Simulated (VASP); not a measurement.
Set up this calculation in VASP 6.6.1, as the native input.

| Quantity | Value |
| --- | --- |
| Task | single point |
| Functional | PBE |
| Potentials or basis | VASP PAW PBE potentials, release 64 (Hf_pv, In_d, Si, O) |
| Cutoff | 520 eV |
| k mesh | 4 × 4 × 2 |
| Occupations | fermi-dirac, width 0.05 eV |
| Spin | no spin polarisation |
| Dipole correction | no |
| Further INCAR settings | ALGO = Normal; EDIFF = 1e-06; NBANDS = 63 |

The structure of HfIn4SiO6 lies in POSCAR:

```
HfIn4SiO6
1.0
    5.1411229408      0.0000028122      0.0000000000
   -2.5705639059      4.4523416647      0.0000000000
    0.0000000000      0.0000000000      9.3929337921
Hf In Si O
1 4 1 6
Direct
    0.6666666667      0.3333333333      0.0000000000
    0.0000000000      0.0000000000      0.3326436034
    0.0000000000      0.0000000000      0.6673563966
    0.3333333333      0.6666666667      0.7536084568
    0.3333333333      0.6666666667      0.2463915432
    0.0000000000      0.0000000000      0.0000000000
    0.9804092839      0.7049660272      0.8872495485
    0.2950339728      0.0195907161      0.1127504515
    0.2950339728      0.2754432567      0.8872495485
    0.7245567433      0.7049660272      0.1127504515
    0.7245567433      0.0195907161      0.8872495485
    0.9804092839      0.2754432567      0.1127504515
```

These files were run (other wordings do the same):

INCAR

```
  PREC = Accurate
  ENCUT = 520
  EDIFF = 1E-6
  ISMEAR = -1
  SIGMA = 0.05
  LREAL = False
  LASPH = True
  NELM = 100
  ALGO = Normal
  ISIF = 2
  LWAVE = False
  LCHARG = True
  GGA = PE
  LELF = True
  LVHAR = True
  NBANDS = 63
```

KPOINTS

```
regular mesh
0
Gamma
  4 4 2
```

Potentials or basis: VASP PAW PBE potentials, release 64 (Hf_pv, In_d, Si, O).

Command:

```console
$ cat potpaw_PBE.64/Hf_pv/POTCAR potpaw_PBE.64/In_d/POTCAR potpaw_PBE.64/Si/POTCAR potpaw_PBE.64/O/POTCAR > POTCAR
$ mpirun -np 1 vasp_std > vasp.out
```

Results of the run:

```json
{
 "Pressure": "4.5 GPa",
 "Largest force": "0.156 eV/Å",
 "Band gap on the k mesh": "zero (bands 51 and 52 overlap by 1.05 eV)"
}
```

Caveat: the cell stands under pressure; spin-orbit coupling is left out, which moves the levels of the heavy elements.

Run time: 3.7 min on 1 thread of AMD EPYC 7R13, on a shared host, peak memory 0.35 GiB.
